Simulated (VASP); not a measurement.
A run of VASP 6.6.1:

File INCAR:

```
SYSTEM = LiNbBr2
PREC = Accurate
ENCUT = 600
EDIFF = 1E-6
ISMEAR = 0
SIGMA = 0.1
LREAL = .False.
LASPH = .True.
NELM = 100
ALGO = Normal
ISIF = 3
LWAVE = .False.
LCHARG = .False.
GGA = PE
IBRION = 2
NSW = 90
EDIFFG = -0.04
```

The input KPOINTS:

```
regular mesh
0
Gamma
  4 4 6
  0 0 0
```

File POSCAR:

```
LiNbBr2
1.0
    5.5232883800      0.0000000000      0.0000000000
    0.0000000000      5.5232883800      0.0000000000
    0.0000000000      0.0000000000      2.5784711700
Li Nb Br
1 1 2
Direct
    0.5000000000      0.5000000000      0.5000000000
    0.0000000000      0.0000000000      0.0000000000
    0.5000000000      0.0000000000      0.0000000000
    0.0000000000      0.5000000000      0.0000000000
```

Potentials or basis: VASP PAW PBE potentials, release 64 (Li_sv, Nb_sv, Br).

The run is started by

```sh
$ cat potpaw_PBE.64/Li_sv/POTCAR potpaw_PBE.64/Nb_sv/POTCAR potpaw_PBE.64/Br/POTCAR > POTCAR
$ mpirun -np 1 vasp_std > vasp.out
```

Hardware: 1 thread of Intel Xeon 8259CL, with other jobs on the host.

How long does it take, and how much memory?

It took 8.8 min on 1 thread of Intel Xeon 8259CL, with other jobs on the host, peak memory 0.26 GiB. Counts: scf iterations 81, k points 24, ion steps 8.
